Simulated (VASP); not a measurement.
Input of a VASP 6.6.1 run:

File INCAR:

```
SYSTEM = BeTe
PREC = Accurate
ENCUT = 520
EDIFF = 1E-7
ISMEAR = -1
SIGMA = 0.05
LREAL = .FALSE.
LASPH = .TRUE.
NELM = 60
ALGO = Normal
ISIF = 2
LWAVE = .FALSE.
LCHARG = .FALSE.
GGA = PE
NBANDS = 11
```

The input KPOINTS:

```
Automatic mesh
0
G
  11 11 11
  0 0 0
```

POSCAR

```
BeTe
1.0
    0.0000000000      2.7467215885      2.7467215885
    2.7467215885      0.0000000000      2.7467215885
    2.7467215885      2.7467215885      0.0000000000
Be Te
1 1
Direct
    0.0000000000      0.0000000000      0.0000000000
    0.7500000000      0.7500000000      0.7500000000
```

Potentials or basis: VASP PAW PBE potentials, release 64 (Be, Te).

Launch:

```sh
$ cat potpaw_PBE.64/Be/POTCAR potpaw_PBE.64/Te/POTCAR > POTCAR
$ mpirun -np 1 vasp_std > vasp.out
```

Predict the band gap on the k mesh.

1.81 eV, indirect (least direct gap 3.54 eV).

Predict the pressure.

6.4 GPa.

Caveat: spin-orbit coupling is left out, which moves the levels of the heavy elements. A k mesh can miss the band edges.
